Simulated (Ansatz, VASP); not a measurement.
# NiO2: VASP beside Ansatz

```
CELL_PARAMETERS angstrom
2.99826 0.00000 0.00000
-1.49913 2.59657 0.00000
0.00000 0.00000 9.34426
ATOMIC_POSITIONS crystal
Ni 0.00000 0.00000 0.00000
Ni 0.00000 0.00000 0.50000
O 0.66667 0.33333 0.08609
O 0.66667 0.33333 0.41391
O 0.33333 0.66667 0.91391
O 0.33333 0.66667 0.58609
```

Alike in both runs: task single point; functional PBEsol; k mesh 12 × 12 × 4; occupations gaussian, width 0.05 eV; no spin polarisation.

|  | VASP | Ansatz |
| --- | --- | --- |
| version | VASP 6.6.1 | Ansatz 0.2.0 |
| potentials or method | VASP PAW PBE potentials, release 64 (Ni, O), cutoff 520 eV | scalar-relativistic, plane waves, PAW |
| valence electrons in the cell | 44 | 60 |

Ansatz gave:

```
gap on the k mesh at the Fermi level (eV)                     : 0.54
least direct gap on the mesh (eV)                             : 0.77
pressure (GPa)                                                : -11.8
traceless stress, the component that is largest in VASP (GPa) : 15.73
rms of the force components (eV/Å)                            : 0.217
```

Question: What did VASP give for the same quantities?

Answer: gap on the k mesh at the Fermi level (eV): 0.53; least direct gap on the mesh (eV): 0.73; pressure (GPa): -11.2; traceless stress, the component that is largest in VASP (GPa): 15.13; rms of the force components (eV/Å): 0.227.

VASP's potentials were made for PBE, not for PBEsol. Atom by atom the forces differ by 0.010 eV/Å (rms over components). VASP's potentials hold 44 valence electrons a cell and Ansatz's 60, so a difference there can come from the potentials and not from the codes.
